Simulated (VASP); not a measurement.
Write the native input for VASP 6.6.1 that does the following.

```
Task                   : relaxation of shape and atoms at fixed volume
Functional             : PBE
Potentials or basis    : VASP PAW PBE potentials, release 64 (Dy_3, H), 4f in core
Cutoff                 : 500 eV
k mesh                 : 10 × 10 × 8
Occupations            : gaussian, width 0.1 eV
Spin                   : no spin polarisation
Dipole correction      : no
Further INCAR settings : ALGO = Normal; EDIFF = 1e-07; IBRION = 2; EDIFFG = -0.01; NSW = 50; ISIF = 4
```

The structure of Dy2H lies in POSCAR:

```
Dy2H
1.0
    3.7297372670      0.0000000000      0.0000000000
    0.0000000000      3.7297372670      0.0000000000
    0.0000000000      0.0000000000      5.3941071935
Dy H
2 1
Direct
    0.0000000000      0.5000000000      0.7688029210
    0.5000000000      0.0000000000      0.2311970790
    0.0000000000      0.0000000000      0.0000000000
```

The input as run:

INCAR

```
PREC     = Accurate       # precision mode
ENCUT    = 500            # plane-wave cutoff, eV
EDIFF    = 1E-7           # SCF threshold, eV
ISMEAR   = 0              # smearing method
SIGMA    = 0.1            # smearing width, eV
LREAL    = F              # projectors in reciprocal space
LASPH    = T              # aspherical terms in the spheres
NELM     = 200            # most SCF steps
ALGO     = Normal         # electronic algorithm
ISIF     = 4              # what is computed and relaxed
LWAVE    = F              # write WAVECAR
LCHARG   = F              # write CHGCAR
GGA      = PE             # functional
IBRION   = 2              # ionic algorithm
NSW      = 50             # ionic steps
EDIFFG   = -0.01          # ionic threshold
GGA_COMPAT= F            
NELMIN   = 4            
LMAXMIX  = 6              # l up to which the mixer works
```

KPOINTS

```
regular mesh
0
Gamma
  10 10 8
```

Potentials or basis: VASP PAW PBE potentials, release 64 (Dy_3, H), 4f in core.

Launch:

```bash
$ cat potpaw_PBE.64/Dy_3/POTCAR potpaw_PBE.64/H/POTCAR > POTCAR
$ mpirun -np 1 vasp_std > vasp.out
```

Results of the run:

```
Energy gained by relaxing : 0.3 meV/atom
Ionic steps               : 3
Pressure after relaxing   : -3.5 GPa
Band gap on the k mesh    : zero (an odd number of electrons rules out a gap without spin polarisation)
```

Caveat: spin-orbit coupling is left out, which moves the levels of the heavy elements; the 4f electrons are frozen in the core, so they carry no moment and show no levels.

Wall time 77 s on 1 thread of AMD EPYC 9R45 96-Core Processor (Zen 5) (shared host), peak memory 0.22 GiB.
